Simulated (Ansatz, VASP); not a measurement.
# Ca in VASP and in Ansatz

```
Ca
1.0
    -2.36589    2.11411    2.24000
     2.36589   -2.11411    2.24000
     2.36589    2.11411   -2.24000
Ca
1
Cartesian
  0.0000 0.0000 0.0000
```

Change from the starting cell: strain +0.0562 x Voigt [1, -1, 0, 0, 0, 0], atoms carried along.

Alike in both runs: task single point; functional PBEsol; k mesh 16 × 16 × 16; occupations gaussian, width 0.15 eV; no spin polarisation.

|  | VASP | Ansatz |
| --- | --- | --- |
| version | VASP 6.6.1 | Ansatz 0.2.0 |
| potentials or method | VASP PAW PBE potentials, release 64 (Ca_sv), cutoff 520 eV | scalar-relativistic, plane waves, PAW |
| valence electrons in the cell | 10 | 10 |

|  | VASP | Ansatz | Ansatz less VASP |
| --- | --- | --- | --- |
| gap on the k mesh at the Fermi level (eV) | none | none | - |
| pressure (GPa) | -1.5 | -1.5 | -0.01 |
| traceless stress, the component that is largest in VASP (GPa) | -0.17 | -0.17 | -0.001 |

VASP's potentials were made for PBE, not for PBEsol. A gap of «none» marks a metal or a gap that the smearing closes. The functional is the same, so the differences come from potentials, cutoffs and numerics.
